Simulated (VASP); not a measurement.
Here is a VASP 6.6.1 calculation.

Contents of POSCAR:

```
YbOs3
1.0
    4.0126238335      0.0000000000      0.0000000000
    0.0000000000      4.0126238335      0.0000000000
    0.0000000000      0.0000000000      4.0126238335
Yb Os
1 3
Direct
    0.0000000000      0.0000000000      0.0000000000
    0.0000000000      0.5000000000      0.5000000000
    0.5000000000      0.5000000000      0.0000000000
    0.5000000000      0.0000000000      0.5000000000
```

INCAR.step1

```
PREC = Accurate
ENCUT = 520
ISMEAR = 0
SIGMA = 0.05
LREAL = False
LASPH = True
NELM = 100
NBANDS = 32
GGA = PE
ALGO = Normal
EDIFF = 1E-4
LWAVE = True
LCHARG = False
```

File INCAR.step2:

```
PREC = Accurate
ENCUT = 520
EDIFF = 1E-6
ISMEAR = 0
SIGMA = 0.05
LREAL = False
LASPH = True
NELM = 100
ALGO = Normal
ISIF = 2
LWAVE = False
LCHARG = False
METAGGA = R2SCAN
LMIXTAU = True
NBANDS = 32
ISTART = 1
```

Contents of KPOINTS:

```
regular mesh
0
Gamma
  8 8 8
```

Potentials or basis: VASP PAW PBE potentials, release 64 (Yb, Os).

Run with:

```sh
$ cat potpaw_PBE.64/Yb/POTCAR potpaw_PBE.64/Os/POTCAR > POTCAR
$ cp INCAR.step1 INCAR
$ mpirun -np 1 vasp_std > vasp.out
$ cp INCAR.step2 INCAR
$ mpirun -np 1 vasp_std > vasp.out
```

Question: What does it give for the pressure?

Answer: -4.5 GPa.

Question: Estimate the band gap on the k mesh.

Answer: Zero (bands 24 and 25 overlap by 2.81 eV).

Caveat: the cell stands under tension; the PAW data sets were made with another functional, which shifts forces and pressure a little; spin-orbit coupling is left out, which moves the levels of the heavy elements. Spin polarisation is off, so any magnetic state and its effect on volume and gap are missing.
